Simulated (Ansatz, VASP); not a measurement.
## Ba in VASP and in Ansatz

POSCAR

```
Ba
1.0
   -2.4726242257      2.4726242257      2.4726242257
    2.4726242257     -2.4726242257      2.4726242257
    2.4726242257      2.4726242257     -2.4726242257
Ba
1
Direct
    0.0000000000      0.0000000000      0.0000000000
```

File INCAR.step1:

```
SYSTEM = Ba
  PREC = Accurate
  ENCUT = 520
  ISMEAR = -1
  SIGMA = 0.05
  LREAL = .FALSE.
  LASPH = .TRUE.
  NELM = 100
  NBANDS = 11
  GGA = PE
  ALGO = Normal
  EDIFF = 1E-4
  LWAVE = .TRUE.
  LCHARG = .FALSE.
```

File INCAR.step2:

```
SYSTEM = Ba
  PREC = Accurate
  ENCUT = 520
  EDIFF = 1E-7
  ISMEAR = -1
  SIGMA = 0.05
  LREAL = .FALSE.
  LASPH = .TRUE.
  NELM = 100
  ALGO = Normal
  ISIF = 2
  LWAVE = .FALSE.
  LCHARG = .FALSE.
  METAGGA = R2SCAN
  LMIXTAU = .TRUE.
  NBANDS = 11
  ISTART = 1
```

Contents of KPOINTS:

```
regular mesh
0
G
  8 8 8
  0 0 0
```

File input.yaml:

```yaml
crystal:
  lattice:
    - [-2.4726242257, 2.4726242257, 2.4726242257]
    - [2.4726242257, -2.4726242257, 2.4726242257]
    - [2.4726242257, 2.4726242257, -2.4726242257]
  atoms:
    - { symbol: Ba, position: [0.0, 0.0, 0.0] }
hamiltonian:
  xc: r2scan
  pseudopotentials: { kind: paw }
kpoints:
  mp_grid: { grid: [8, 8, 8] }
scf:
  occupations: { method: fermi_dirac, width: 0.05 }
output:
  forces: true
  stress: true
  eigenvalues: true
  write_density: true
  write_potential: true
  elf: true
  volumetric_format: npy
```

Alike in both runs: task single point; functional r2SCAN; k mesh 8 × 8 × 8; occupations fermi-dirac, width 0.05 eV; no spin polarisation.

|  | VASP | Ansatz |
| --- | --- | --- |
| version | VASP 6.6.1 | Ansatz 0.2.0 |
| potentials or method | VASP PAW PBE potentials, release 64 (Ba_sv) | Ansatz PAW |
| plane-wave cutoff (eV) | 520 | 500 |
| valence electrons in the cell | 10 | 10 |

|  | VASP | Ansatz | Ansatz less VASP |
| --- | --- | --- | --- |
| gap on the k mesh at the Fermi level (eV) | none | none | - |
| pressure (GPa) | 0.7 | 0.7 | -0.06 |

VASP's potentials were made for PBE, not for r2SCAN. A gap of «none» marks a metal or a gap that the smearing closes.

Spin-orbit coupling is off throughout.
